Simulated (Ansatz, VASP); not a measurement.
One calculation of Si2As3, two programs

```xyz
10
Lattice="3.7078 0.0000 0.0000 -1.8539 3.2111 0.0000 0.0000 0.0000 20.5389" Properties=species:S:1:pos:R:3 pbc="T T T"
Si    0.0000    0.0000   15.4812
Si    0.0000    0.0000   13.1272
Si    0.0000    0.0000    5.0576
Si    0.0000    0.0000    7.4117
As    0.0000    2.1407    0.6787
As    1.8539    1.0704   19.8602
As    0.0000    2.1407   16.5712
As    0.0000    2.1407   12.0384
As    1.8539    1.0704    3.9676
As    1.8539    1.0704    8.5004
```

Alike in both runs: functional PBE; k mesh 5 × 5 × 1; occupations gaussian, width 0.2 eV; no spin polarisation.

Ansatz relaxed the structure, and its values are those at the end. VASP's run is a single point on that final structure, the one shown.

```csv
,VASP,Ansatz
version,VASP 6.6.1,Ansatz 0.2.0
potentials or method,"VASP PAW PBE potentials, release 64 (Si, As_d), cutoff 510 eV","scalar-relativistic, plane waves, PAW"
valence electrons in the cell,106,106
```

Ansatz gave:

* gap on the k mesh at the Fermi level (eV): 0.63
* least direct gap on the mesh (eV): 1.15
* pressure (GPa): 0.1
* rms of the force components (eV/Å): 0.017

Question: Estimate VASP's values.

Answer: gap on the k mesh at the Fermi level (eV): 0.62; least direct gap on the mesh (eV): 1.13; pressure (GPa): 0.1; rms of the force components (eV/Å): 0.017.
